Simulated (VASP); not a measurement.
## Nb: single point with PBE

Nb:

```
CELL_PARAMETERS angstrom
-1.65491 1.65491 1.65491
1.65491 -1.65491 1.65491
1.65491 1.65491 -1.65491
ATOMIC_POSITIONS crystal
Nb 0.00000 0.00000 0.00000
```

```
Program             : VASP 6.6.1
Task                : single point
Functional          : PBE
Potentials or basis : VASP PAW PBE potentials, release 64 (Nb_sv)
Cutoff              : 520 eV
k mesh              : 16 × 16 × 16
Occupations         : fermi-dirac, width 0.08 eV
Spin                : no spin polarisation
```

The pressure is -0.3 GPa.

Levels at points of the mesh, in eV from the Fermi level:
```csv
k point,band 4,band 5,band 6,band 7,band 8,band 9
"(0.00, 0.00, 0.00)",-29.70,-5.95,0.36,0.36,0.36,3.25
"(0.50, 0.00, 0.00)",-29.71,-3.71,-1.65,2.24,3.27,3.95
"(0.50, 0.50, 0.50)",-30.61,-3.70,-3.70,5.55,5.55,5.55
```

It took 9.3 s on 1 thread of Intel(R) Xeon(R) 6975P-C (Granite Rapids), with other jobs on the host, peak memory 0.15 GiB.
